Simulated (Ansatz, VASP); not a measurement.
Mg in VASP and in Ansatz

```
Mg
1.0
     0.00000    2.31625    2.31625
     2.31625    0.00000    2.31625
     2.31625    2.31625    0.00000
Mg
1
Cartesian
  0.0000 0.0000 0.0000
```

Alike in both runs: task single point; functional PBE; k mesh 16 × 16 × 16; occupations gaussian, width 0.1 eV; no spin polarisation.

|  | VASP | Ansatz |
| --- | --- | --- |
| version | VASP 6.6.1 | Ansatz 0.2.0 |
| potentials or method | VASP PAW PBE potentials, release 64 (Mg), cutoff 520 eV | scalar-relativistic, plane waves, PAW |
| valence electrons in the cell | 2 | 10 |

```tsv
	VASP	Ansatz	Ansatz less VASP
gap on the k mesh at the Fermi level (eV)	none	none	-
pressure (GPa)	-2.3	-2.2	+0.12
```

A gap of «none» marks a metal or a gap that the smearing closes. VASP's potentials hold 2 valence electrons a cell and Ansatz's 10, so a difference there can come from the potentials and not from the codes.
